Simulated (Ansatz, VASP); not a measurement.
# One calculation of Li3LaCd2, two programs

```
Li La Cd
1.0
     4.83836    0.00000    0.00000
    -2.41918    4.19015    0.00000
     0.00000    0.00000    6.94099
Li La Cd
3 1 2
Direct
  0.33333 0.66667 0.66789
  0.66667 0.33333 0.33211
  0.00000 0.00000 0.50000
  0.00000 0.00000 0.00000
  0.33333 0.66667 0.27100
  0.66667 0.33333 0.72900
```

Alike in both runs: functional r2SCAN; k mesh 5 × 5 × 3; no spin polarisation.

Ansatz relaxed the structure, and its values are those at the end. VASP's run is a single point on that final structure, the one shown.

```csv
,VASP,Ansatz
version,VASP 6.6.1,Ansatz 0.2.0
potentials or method,"VASP PAW PBE potentials, release 64 (Li_sv, La, Cd), cutoff 520 eV",PAW plane waves
occupations,"fermi-dirac, width 0.1 eV",fermi-dirac
valence electrons in the cell,44,60
```

```tsv
	VASP	Ansatz	Ansatz less VASP
gap on the k mesh at the Fermi level (eV)	none	none	-
rms of the force components (eV/Å)	0.039	0.001	-0.0380
```

VASP's potentials were made for PBE, not for r2SCAN. A gap of «none» marks a metal or a gap that the smearing closes. VASP's potentials hold 44 valence electrons a cell and Ansatz's 60, so a difference there can come from the potentials and not from the codes. Ansatz's warnings: structure snapped to symmetry.

Spin-orbit coupling is off throughout. Noted on VASP's run: the cutoff is short for stress, so the pressure is rough.
